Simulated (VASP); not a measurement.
Set up this calculation in VASP 6.6.1, as the native input.

```
Task                   : single point
Functional             : PBE
Potentials or basis    : VASP PAW PBE potentials, release 64 (Zr_sv, Ge_d, Pd)
Cutoff                 : 520 eV
k mesh                 : 6 × 6 × 2
Occupations            : gaussian, width 0.1 eV
Spin                   : collinear spin
Starting moments       : [1.0, 0.0, 0.0, 1.0, 1.0, 1.0] μB
Dipole correction      : no
Further INCAR settings : ALGO = Normal; EDIFF = 1e-07; NBANDS = 48
```

The structure of ZrGe2Pd3 lies in POSCAR:

```
ZrGe2Pd3
1.0
    3.1571253296      0.0000000000      0.0000000000
    0.0000000000      3.1571253296      0.0000000000
    0.0000000000      0.0000000000      9.9573323113
Zr Ge Pd
1 2 3
Direct
    0.5000000000      0.5000000000      0.1628968751
    0.0000000000      0.0000000000      0.9717135637
    0.5000000000      0.5000000000      0.5135772938
    0.0000000000      0.0000000000      0.6535444662
    0.0000000000      0.0000000000      0.3542943564
    0.5000000000      0.5000000000      0.8439724048
```

The cell was generated, and may not be a known phase.

These files were run (other wordings do the same):

INCAR

```
ALGO = Normal
EDIFF = 1E-7
ENCUT = 520
GGA = PE
ISIF = 2
ISMEAR = 0
ISPIN = 2
LASPH = T
LCHARG = F
LMAXMIX = 4
LORBIT = 11
LREAL = F
LWAVE = F
MAGMOM = 1 0 0 1 1 1
NBANDS = 48
NELM = 150
PREC = Accurate
SIGMA = 0.1
```

KPOINTS

```
k-points
0
Gamma
  6 6 2
```

Potentials or basis: VASP PAW PBE potentials, release 64 (Zr_sv, Ge_d, Pd).

Run with:

```console
$ cat potpaw_PBE.64/Zr_sv/POTCAR potpaw_PBE.64/Ge_d/POTCAR potpaw_PBE.64/Pd/POTCAR > POTCAR
$ mpirun -np 1 vasp_std > vasp.out
```

It gave:

```
Pressure                                              : -0.6 GPa
Largest force                                         : 0.352 eV/Å
Band gap on the k mesh                                : zero (filled and empty bands overlap)
Net moment                                            : 0.00 μB per cell
Valence electrons inside the program's atomic spheres : Zr 9.79; Ge 12.36, 12.24; Pd 9.46, 9.50, 9.51
```

Run time: 3.2 min on 1 thread of Intel(R) Xeon(R) Platinum 8259CL CPU @ 2.50GHz (Skylake/Cascade Lake), with other jobs on the host, peak memory 0.33 GiB.
